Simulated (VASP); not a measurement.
# KTaO3 (Pm-3m) in VASP: a series of runs

KTaO3 is run at these levels: LDA, PBE0; tasks: relaxation of cell and atoms, single point.

Everything below comes from runs of VASP 6.6.1. Logs are shortened: lines on timing, memory, paths and dates and some standing lists are left out, and cuts for length are marked.

## Step 1: The cell of the first run

Symmetry: Pm-3m, No. 221, cubic system. The conventional cell has a = 4.024 Å, b = 4.024 Å, c = 4.024 Å, α = 90.00°, β = 90.00°, γ = 90.00°. Within 3.7 Å of K (site symmetry m-3m) lie 12 O at 2.85 Å and 8 Ta at 3.49 Å. Ta (site symmetry m-3m) has 6 O at 2.01 Å within 2.7 Å. O (site symmetry 4/mmm) has 2 Ta at 2.01 Å within 2.7 Å.

## Step 2: Relaxation of cell and atoms, LDA

File INCAR:

```
SYSTEM = KTaO3
ALGO = Normal
EDIFF = 1E-7
EDIFFG = -0.005
ENCUT = 700
GGA = CA
GGA_COMPAT = .False.
IBRION = 2
ISIF = 3
ISMEAR = -1
LASPH = .True.
LCHARG = .False.
LREAL = .False.
LWAVE = .False.
NELM = 120
NELMIN = 4
NSW = 80
PREC = Accurate
SIGMA = 0.02
```

File KPOINTS:

```
k-points
0
Gamma
  6 6 6
  0 0 0
```

File POSCAR:

```
KTaO3
1.0
    4.0244249972      0.0000000000      0.0000000000
    0.0000000000      4.0244249972      0.0000000000
    0.0000000000      0.0000000000      4.0244249972
K Ta O
1 1 3
Direct
    0.0000000000      0.0000000000      0.0000000000
    0.5000000000      0.5000000000      0.5000000000
    0.5000000000      0.5000000000      0.0000000000
    0.5000000000      0.0000000000      0.5000000000
    0.0000000000      0.5000000000      0.5000000000
```

Potentials or basis: VASP PAW LDA potentials, release 64 (K_sv, Ta_sv_GW, O).

Launch:

```console
> cat potpaw_LDA.64/K_sv/POTCAR potpaw_LDA.64/Ta_sv_GW/POTCAR potpaw_LDA.64/O/POTCAR > POTCAR
> mpirun -np 1 vasp_std > vasp.out
```

OUTCAR:

```text
SYSTEM = KTaO3
   EDIFF = 1E-7
   EDIFFG = -0.005
   ENCUT = 700
   GGA = CA
   IBRION = 2
   ISIF = 3
   ISMEAR = -1
   LASPH = .True.
   LREAL = .False.
   NELM = 120
   NELMIN = 4
   NSW = 80
   PREC = Accurate

 ion  position               nearest neighbor table
   1  0.000  0.000  0.000-   3 2.85   4 2.85   5 2.85   4 2.85   5 2.85   3 2.85   5 2.85   5 2.85
                             3 2.85   4 2.85   4 2.85   3 2.85   2 3.49   2 3.49   2 3.49   2 3.49
   2  0.500  0.500  0.500-   3 2.01   4 2.01   5 2.01   3 2.01   4 2.01   5 2.01   1 3.49   1 3.49
                             1 3.49   1 3.49   1 3.49   1 3.49   1 3.49   1 3.49
   3  0.500  0.500  0.000-   2 2.01   2 2.01   1 2.85   1 2.85   1 2.85   1 2.85
   4  0.500  0.000  0.500-   2 2.01   2 2.01   1 2.85   1 2.85   1 2.85   1 2.85
   5  0.000  0.500  0.500-   2 2.01   2 2.01   1 2.85   1 2.85   1 2.85   1 2.85

  LATTYP: Found a simple cubic cell.
 ALAT       =     4.0244249972

  Lattice vectors:

 A1 = (   4.0244249972,   0.0000000000,   0.0000000000)
 A2 = (   0.0000000000,   4.0244249972,   0.0000000000)
 A3 = (   0.0000000000,   0.0000000000,   4.0244249972)

Analysis of symmetry for initial positions (statically):
=====================================================================
 Subroutine PRICEL returns:
 Original cell was already a primitive cell.

 Routine SETGRP: Setting up the symmetry group for a
 simple cubic supercell.

 Subroutine GETGRP returns: Found 48 space group operations
 (whereof 48 operations were pure point group operations)
 out of a pool of 48 trial point group operations.

The static configuration has the point symmetry O_h .

Analysis of symmetry for dynamics (positions and initial velocities):
=====================================================================
 Subroutine PRICEL returns:
 Original cell was already a primitive cell.

 Routine SETGRP: Setting up the symmetry group for a
 simple cubic supercell.

 Subroutine GETGRP returns: Found 48 space group operations
 (whereof 48 operations were pure point group operations)
 out of a pool of 48 trial point group operations.

The dynamic configuration has the point symmetry O_h .

 Subroutine INISYM returns: Found 48 space group operations
 (whereof 48 operations are pure point group operations),
 and found     1 'primitive' translations

----------------------------------------------------------------------------------------

                                     Primitive cell

  volume of cell :      65.1796

  direct lattice vectors                    reciprocal lattice vectors
     4.024424997  0.000000000  0.000000000     0.248482703  0.000000000  0.000000000
     0.000000000  4.024424997  0.000000000     0.000000000  0.248482703  0.000000000
     0.000000000  0.000000000  4.024424997     0.000000000  0.000000000  0.248482703

  length of vectors
     4.024424997  4.024424997  4.024424997     0.248482703  0.248482703  0.248482703

  position of ions in fractional coordinates (direct lattice)
     0.000000000  0.000000000  0.000000000
     0.500000000  0.500000000  0.500000000
     0.500000000  0.500000000  0.000000000
     0.500000000  0.000000000  0.500000000
     0.000000000  0.500000000  0.500000000

  ion indices of the primitive-cell ions
   primitive index   ion index
                 1           1
                 2           2
                 3           3
                 4           4
                 5           5

----------------------------------------------------------------------------------------

 KPOINTS: k-points

Automatic generation of k-mesh.
 Grid dimensions read from file:
 generate k-points for:    6    6    6

 Generating k-lattice:

  Cartesian coordinates                     Fractional coordinates (reciprocal lattice)
     0.041413784  0.000000000  0.000000000     0.166666667  0.000000000  0.000000000
     0.000000000  0.041413784  0.000000000     0.000000000  0.166666667  0.000000000
     0.000000000  0.000000000  0.041413784     0.000000000  0.000000000  0.166666667

  Length of vectors
     0.041413784  0.041413784  0.041413784

  Shift w.r.t. Gamma in fractional coordinates (k-lattice)
     0.000000000  0.000000000  0.000000000

 Subroutine IBZKPT returns following result:
 ===========================================

 Found     20 irreducible k-points:

 Following reciprocal coordinates:
            Coordinates               Weight
  0.000000  0.000000  0.000000      1.000000
  0.166667  0.000000  0.000000      6.000000
  0.333333  0.000000  0.000000      6.000000
  0.500000  0.000000  0.000000      3.000000
  0.166667  0.166667  0.000000     12.000000
  0.333333  0.166667  0.000000     24.000000
[... 12 lines left out ...]
  0.500000  0.500000  0.333333      6.000000
  0.500000  0.500000  0.500000      1.000000
   k-points           NKPTS =     20   k-points in BZ     NKDIM =     20   number of bands    NBANDS=     24
   number of dos      NEDOS =    301   number of ions     NIONS =      5
   total plane-waves  NPLWV =  46656
   dimension x,y,z NGX =    36 NGY =   36 NGZ =   36
   dimension x,y,z NGXF=    72 NGYF=   72 NGZF=   72
   ions per type =               1   1   3
   NGX,Y,Z   is equivalent  to a cutoff of  14.87, 14.87, 14.87 a.u.
   NGXF,Y,Z  is equivalent  to a cutoff of  29.74, 29.74, 29.74 a.u.
 SYSTEM =  KTaO3
   PREC   = accura    normal or accurate (medium, high low for compatibility)
   ISTART =      0    job   : 0-new  1-cont  2-samecut
   ICHARG =      2    charge: 1-file 2-atom 10-const
   ISPIN  =      1    spin polarized calculation?
   LNONCOLLINEAR =      F non collinear calculations
   LSORBIT =      F    spin-orbit coupling
   LASPH  =      T    aspherical Exc in radial PAW
   ENCUT  =  700.0 eV  51.45 Ry    7.17 a.u.   8.68  8.68  8.68*2*pi/ulx,y,z
   NELM   =    120;   NELMIN=  4; NELMDL= -5     # of ELM steps
   EDIFF  = 0.1E-06   stopping-criterion for ELM
   LREAL  =      F    real-space projection
   EDIFFG = -.5E-02   stopping-criterion for IOM
   NSW    =     80    number of steps for IOM
   IBRION =      2    ionic relax: 0-MD 1-quasi-New 2-CG
   NFREE  =      1    steps in history (QN), initial steepest desc. (CG)
   ISIF   =      3    stress and relaxation
   ISYM   =      2    0-nonsym 1-usesym 2-fastsym
   POTIM  = 0.5000    time-step for ionic-motion
   TEBEG  =    0.0;   TEEND  =   0.0 temperature during run
   PSTRESS=    0.0 pullay stress
   NELECT =      40.0000    total number of electrons
   NUPDOWN=      -1.0000    fix difference up-down
   EMIN   =  10.00;   EMAX   =-10.00  energy-range for DOS
   EFERMI =   0.00;   METHOD = LEGACY
   ISMEAR =    -1;   SIGMA  =   0.02  broadening in eV -4-tet -1-fermi 0-gaus
   EFERMI_NEDOS =   21; number of points for ismear=-14 and -15
   IALGO  =     38    algorithm
   IMIX   =      4    mixing-type and parameters
     AMIX     =   0.40;   BMIX     =  1.00
     AMIX_MAG =   1.60;   BMIX_MAG =  1.00
  volume/ion in A,a.u.               =      13.04        87.97
  Fermi-wavevector in a.u.,A,eV,Ry     =   1.391205  2.628995 26.333397  1.935450
  Thomas-Fermi vector in A             =   2.515066
   LORBIT       =      0    0 simple, 1 ext, 2 COOP (PROOUT), +10 PAW based schemes
   GGA     = CA    functional components
   LHFCALC =     F    Hartree Fock is set to
   AEXX    =    0.0000 exact exchange contribution
   IVDW    =     0    specifies the selected vdW correction
   LEPSILON=     F    determine dielectric tensor
   LRPA    =     F    only Hartree local field effects (RPA)
 conjugate gradient relaxation of ions
 non-spin polarized calculation
  energy-cutoff  :      700.00
  volume of cell :       65.18
 maximum number of plane-waves:      2800
 NGX is ok and might be reduce to    36
   NGX = 17   NGY = 17   NGZ = 17

--------------------------------------- Ionic step        1  -------------------------------------------

 number of electron      39.9999995 magnetization

 Free energy of the ion-electron system (eV)
  ---------------------------------------------------
  ext. energy  EPLUGINS =         0.00000000
  ---------------------------------------------------
  free energy    TOTEN  =       -47.53162468 eV

  energy without entropy =      -47.53162468  energy(sigma->0) =      -47.53162468

------------------------ aborting loop because EDIFF is reached ----------------------------------------

  FORCE on cell =-STRESS in cart. coord.  units (eV):
  Direction    XX          YY          ZZ          XY          YZ          ZX
  --------------------------------------------------------------------------------------
  -------------------------------------------------------------------------------------
  Total       -4.0589638     -4.0589638     -4.0589638     -0.0000000     -0.0000000      0.0000000
  in kB      -99.7732786    -99.7732786    -99.7732786     -0.0000000     -0.0000000      0.0000000
  external PRESSURE =     -99.7732786 kB  Pullay stress =       0.0000000 kB

 VOLUME and BASIS-vectors are now :
 -----------------------------------------------------------------------------
  energy-cutoff  :      700.00
  volume of cell :       65.18
      direct lattice vectors                 reciprocal lattice vectors
     4.024424997  0.000000000  0.000000000     0.248482703  0.000000000  0.000000000
     0.000000000  4.024424997  0.000000000     0.000000000  0.248482703  0.000000000
     0.000000000  0.000000000  4.024424997     0.000000000  0.000000000  0.248482703

 POSITION                                       TOTAL-FORCE (eV/Angst)
 -----------------------------------------------------------------------------------
      0.00000      0.00000      0.00000         0.000000      0.000000      0.000000
      2.01221      2.01221      2.01221         0.000000      0.000000      0.000000
      2.01221      2.01221      0.00000         0.000000      0.000000      0.000000
      2.01221      0.00000      2.01221         0.000000      0.000000      0.000000
      0.00000      2.01221      2.01221         0.000000      0.000000      0.000000
 -----------------------------------------------------------------------------------
    total drift:                                0.000000      0.000000      0.000000

  FREE ENERGIE OF THE ION-ELECTRON SYSTEM (eV)
  ---------------------------------------------------
  free  energy   TOTEN  =       -47.5316246755 eV
[... 65 lines left out ...]
 POSITION                                       TOTAL-FORCE (eV/Angst)
 -----------------------------------------------------------------------------------
      0.00000      0.00000      0.00000         0.000000      0.000000      0.000000
      1.97907      1.97907      1.97907        -0.000000     -0.000000      0.000000
      1.97907      1.97907      0.00000         0.000000      0.000000      0.000000
      1.97907     -0.00000      1.97907         0.000000     -0.000000      0.000000
      0.00000      1.97907      1.97907        -0.000000     -0.000000      0.000000
 -----------------------------------------------------------------------------------
    total drift:                                0.000000      0.000000      0.000000

  FREE ENERGIE OF THE ION-ELECTRON SYSTEM (eV)
  ---------------------------------------------------
  free  energy   TOTEN  =       -47.6367572424 eV

  energy  without entropy=      -47.6367572424  energy(sigma->0) =      -47.63675724

--------------------------------------- Ionic step        4  -------------------------------------------

 number of electron      40.0000011 magnetization

 Free energy of the ion-electron system (eV)
  ---------------------------------------------------
  ext. energy  EPLUGINS =         0.00000000
  ---------------------------------------------------
  free energy    TOTEN  =       -47.63678976 eV

  energy without entropy =      -47.63678976  energy(sigma->0) =      -47.63678976

 E-fermi :   3.7030     XC(G=0): -11.6869

 val. band max:        3.0704488477   @ k =   0.5000   0.5000   0.5000
 cond. band min:       5.1723867510   @ k =   0.0000   0.0000   0.0000
 fundamental gap:      2.1019379034
 Fermi energy:         3.7030207180

 k-point     1 :       0.0000    0.0000    0.0000
  band No.  band energies     occupation
      1     -63.9119      2.00000
      2     -30.6647      2.00000
      3     -30.6647      2.00000
      4     -30.6647      2.00000
      5     -23.7755      2.00000
      6     -14.2559      2.00000
[... 16 lines left out ...]
     23       5.1724      0.00000
     24       9.6386      0.00000

 k-point     2 :       0.1667    0.0000    0.0000
  band No.  band energies     occupation
      1     -63.9117      2.00000
      2     -30.6908      2.00000
      3     -30.6637      2.00000
      4     -30.6637      2.00000
      5     -23.7665      2.00000
      6     -14.1873      2.00000
[... 515 lines left out ...]
 VOLUME and BASIS-vectors are now :
 -----------------------------------------------------------------------------
  energy-cutoff  :      700.00
  volume of cell :       61.95
      direct lattice vectors                 reciprocal lattice vectors
     3.956815414 -0.000000000  0.000000000     0.252728494  0.000000000 -0.000000000
    -0.000000000  3.956815414  0.000000000     0.000000000  0.252728494  0.000000000
     0.000000000 -0.000000000  3.956815414    -0.000000000 -0.000000000  0.252728494

 POSITION                                       TOTAL-FORCE (eV/Angst)
 -----------------------------------------------------------------------------------
      0.00000      0.00000      0.00000         0.000000      0.000000      0.000000
      1.97841      1.97841      1.97841        -0.000000     -0.000000      0.000000
      1.97841      1.97841      0.00000         0.000000      0.000000      0.000000
      1.97841     -0.00000      1.97841         0.000000     -0.000000      0.000000
      0.00000      1.97841      1.97841        -0.000000     -0.000000      0.000000
 -----------------------------------------------------------------------------------
    total drift:                                0.000000      0.000000      0.000000

  FREE ENERGIE OF THE ION-ELECTRON SYSTEM (eV)
  ---------------------------------------------------
  free  energy   TOTEN  =       -47.6367897567 eV

  energy  without entropy=      -47.6367897567  energy(sigma->0) =      -47.63678976

 reached required accuracy - stopping structural energy minimisation
```

Run time: 5.1 min. Hardware: 1 thread of Intel Xeon 6975P-C (Granite Rapids), shared host; peak memory 0.22 GiB.

Results:

```
Free energy                           : -47.6368 eV
Relaxed volume                        : 12.39 Å³/atom
Relaxed cell                          : a = 3.957 Å, b = 3.957 Å, c = 3.957 Å, α = 90.00°, β = 90.00°, γ = 90.00°
Space group after relaxing (to 0.1 Å) : Pm-3m (No. 221)
Energy gained by relaxing             : 21.0 meV/atom
Ionic steps                           : 4
Pressure after relaxing               : 0.0 GPa
Band gap on the k mesh                : 2.10 eV (least direct gap 2.71 eV)
```

Step by step:
| step | energy change (eV) | largest force (eV/Å) | pressure (GPa) | volume (Å³) |
| --- | --- | --- | --- | --- |
| 1 | 0.0000 | 0.0000 | -9.98 | 65.18 |
| 2 | 0.1110 | 0.0000 | 17.82 | 57.82 |
| 3 | -0.1051 | 0.0000 | -0.19 | 62.01 |
| 4 | -0.1052 | 0.0000 | 0.03 | 61.95 |

Final structure:
```yaml
crystal:
  lattice:
    - [3.95682, 0.00000, 0.00000]
    - [0.00000, 3.95682, 0.00000]
    - [0.00000, 0.00000, 3.95682]
  atoms:
    - { symbol: K, position: [0.00000, 0.00000, 0.00000] }
    - { symbol: Ta, position: [0.50000, 0.50000, 0.50000] }
    - { symbol: O, position: [0.50000, 0.50000, 0.00000] }
    - { symbol: O, position: [0.50000, 0.00000, 0.50000] }
    - { symbol: O, position: [0.00000, 0.50000, 0.50000] }
```

Caveat: spin-orbit coupling is left out, which moves the levels of the heavy elements.

## Step 3: Single point, PBE0

This run uses another cell than the first one, of 12.71 Å³/atom.

POSCAR, as its differences from that of step 2:

```diff
@@ -2,5 +2,5 @@
 1.0
-    4.0244249972      0.0000000000      0.0000000000
-    0.0000000000      4.0244249972      0.0000000000
-    0.0000000000      0.0000000000      4.0244249972
+    3.9901311086      0.0000000000      0.0000000000
+    0.0000000000      3.9901311086      0.0000000000
+    0.0000000000      0.0000000000      3.9901311086
 K Ta O
```

File INCAR.step1:

```
PREC = Accurate ; ENCUT = 520
EDIFF = 1E-5 ; ISMEAR = 0
SIGMA = 0.01 ; LREAL = F
LASPH = T ; NELM = 60
ALGO = Normal ; ISIF = 2
LWAVE = T ; LCHARG = F
NBANDS = 27 ; GGA = PE
```

File INCAR.step2:

```
PREC = Accurate ; ENCUT = 520
EDIFF = 1E-6 ; ISMEAR = 0
SIGMA = 0.01 ; LREAL = F
LASPH = T ; NELM = 60
ALGO = Normal ; ISIF = 2
LWAVE = F ; LCHARG = F
GGA = PE ; LHFCALC = T
AEXX = 0.25 ; PRECFOCK = Fast
NBANDS = 27 ; ISTART = 1
```

File KPOINTS:

```
regular mesh
0
Gamma
  4 4 4
```

Potentials or basis: VASP PAW PBE potentials, release 64 (K_sv, Ta_pv, O).

Launch:

```console
> cat potpaw_PBE.64/K_sv/POTCAR potpaw_PBE.64/Ta_pv/POTCAR potpaw_PBE.64/O/POTCAR > POTCAR
> cp INCAR.step1 INCAR
> mpirun -np 1 vasp_std > vasp.out
> cp INCAR.step2 INCAR
> mpirun -np 1 vasp_std > vasp.out
```

Wall time 15 min (1 thread of Intel Xeon 8259CL, shared host); peak memory 0.16 GiB.

The run converged. Its results:

| Property | Result |
| --- | --- |
| Free energy | -52.3740 eV |
| Pressure | -0.5 GPa |
| Band gap on the k mesh | 4.25 eV (least direct gap 4.89 eV) |

Levels at points of the mesh, in eV from the valence-band top:
```
           k point  band 15  band 16  band 17  band 18  band 19  band 20  band 21  band 22  band 23  band 24
(0.00, 0.00, 0.00)    -1.13    -1.13    -0.64    -0.64    -0.64     4.25     4.25     4.25     8.99     8.99
(0.50, 0.00, 0.00)    -2.55    -2.30    -1.61    -0.89    -0.89     4.41     7.33     7.33     9.03    10.93
(0.50, 0.50, 0.00)    -3.00    -1.83    -1.55    -1.55    -0.04     7.38     7.38     8.83    10.02    12.83
(0.50, 0.50, 0.50)    -4.22    -4.22     0.00     0.00     0.00     8.97     8.97     8.97    11.51    11.51
```

Caveat: the PAW data sets were made with another functional, which shifts forces and pressure a little; spin-orbit coupling is left out, which moves the levels of the heavy elements. A k mesh can miss the band edges.
